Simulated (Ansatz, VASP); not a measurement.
# BN, level by level in two programs

```
CELL_PARAMETERS angstrom
2.46448 0.00000 0.00000
-1.23224 2.13430 0.00000
0.00000 0.00000 6.54602
ATOMIC_POSITIONS crystal
N 0.66667 0.33333 0.25000
N 0.33333 0.66667 0.75000
B 0.66667 0.33333 0.75000
B 0.33333 0.66667 0.25000
```

Single points on this cell with VASP 6.6.1 and Ansatz 0.2.0. Each row is one pair of runs. Alike in all rows: spin: off; k mesh: 12 × 12 × 4; smearing: fermi-dirac, width 0.05 eV; VASP's potentials, cutoff: VASP PAW PBE potentials, release 64 (N, B), 520 eV.

```csv
level,"Ansatz's potentials, cutoff","gap on the k mesh at the Fermi level (eV), VASP","gap on the k mesh at the Fermi level (eV), Ansatz","least direct gap on the mesh (eV), VASP","least direct gap on the mesh (eV), Ansatz","pressure (GPa), VASP","pressure (GPa), Ansatz"
r2SCAN+D4,"Ansatz PAW, 500 eV",4.94,?,5.39,?,11.6,?
r2SCAN,"Ansatz PAW, 500 eV",4.94,4.89,5.39,5.35,12.7,12.3
RPBE,"Ansatz PAW, 420 eV",4.44,4.45,4.83,4.84,20.5,20.4
```

Q: Fill in what Ansatz gave in row 1.

A: gap on the k mesh at the Fermi level (eV): 4.89; least direct gap on the mesh (eV): 5.35; pressure (GPa): 11.2.
